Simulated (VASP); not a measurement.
Wanted: the native input for a VASP 6.6.1 run.

```
Task                   : single point
Functional             : r2SCAN
Potentials or basis    : VASP PAW PBE potentials, release 64 (Ba_sv, Ti_sv, O)
Cutoff                 : 520 eV
k mesh                 : 8 × 8 × 8
Occupations            : fermi-dirac, width 0.02 eV
Spin                   : no spin polarisation
Dipole correction      : no
Further INCAR settings : ALGO = Normal; EDIFF = 1e-06; NBANDS = 28
```

BaTiO3:

```
Ba Ti O
1.0
     2.78225    1.60634    2.28397
    -2.78225    1.60634    2.28397
     0.00000   -3.21267    2.28397
Ba Ti O
1 1 3
Cartesian
  0.0000 0.0000 0.0050
  0.0000 0.0000 3.3810
  0.0000 1.5964 2.3411
  -1.3825 -0.7982 2.3411
  1.3825 -0.7982 2.3411
```

These files were run (other wordings do the same):

POSCAR

```
BaTiO3
1.0
    2.7822549384      1.6063356393      2.2839734088
   -2.7822549384      1.6063356393      2.2839734088
    0.0000000000     -3.2126712736      2.2839734123
Ba Ti O
1 1 3
Direct
    0.0007354738      0.0007354738      0.0007354738
    0.4934316451      0.4934316451      0.4934316451
    0.5073127267      0.5073127267      0.0104074276
    0.0104074276      0.5073127267      0.5073127267
    0.5073127267      0.0104074276      0.5073127267
```

INCAR.step1

```
SYSTEM = BaTiO3
PREC = Accurate
ENCUT = 520
ISMEAR = -1
SIGMA = 0.02
LREAL = .False.
LASPH = .True.
NELM = 100
NBANDS = 28
GGA = PE
ALGO = Normal
EDIFF = 1E-4
LWAVE = .True.
LCHARG = .False.
```

INCAR.step2

```
SYSTEM = BaTiO3
PREC = Accurate
ENCUT = 520
EDIFF = 1E-6
ISMEAR = -1
SIGMA = 0.02
LREAL = .False.
LASPH = .True.
NELM = 100
ALGO = Normal
ISIF = 2
LWAVE = .False.
LCHARG = .False.
METAGGA = R2SCAN
LMIXTAU = .True.
NBANDS = 28
ISTART = 1
```

KPOINTS

```
regular mesh
0
Gamma
  8 8 8
  0 0 0
```

Potentials or basis: VASP PAW PBE potentials, release 64 (Ba_sv, Ti_sv, O).

Command:

```bash
$ cat potpaw_PBE.64/Ba_sv/POTCAR potpaw_PBE.64/Ti_sv/POTCAR potpaw_PBE.64/O/POTCAR > POTCAR
$ cp INCAR.step1 INCAR
$ mpirun -np 1 vasp_std > vasp.out
$ cp INCAR.step2 INCAR
$ mpirun -np 1 vasp_std > vasp.out
```

It gave:

The pressure is 11.1 GPa. The largest force is 0.096 eV/Å. The band gap on the k mesh is 2.45 eV (least direct gap 2.63 eV).

Caveat: the cell stands under pressure; the PAW data sets were made with another functional, which shifts forces and pressure a little; spin-orbit coupling is left out, which moves the levels of the heavy elements.

It took 11 min on 1 thread of Intel Xeon 8259CL (shared host), peak memory 0.25 GiB.
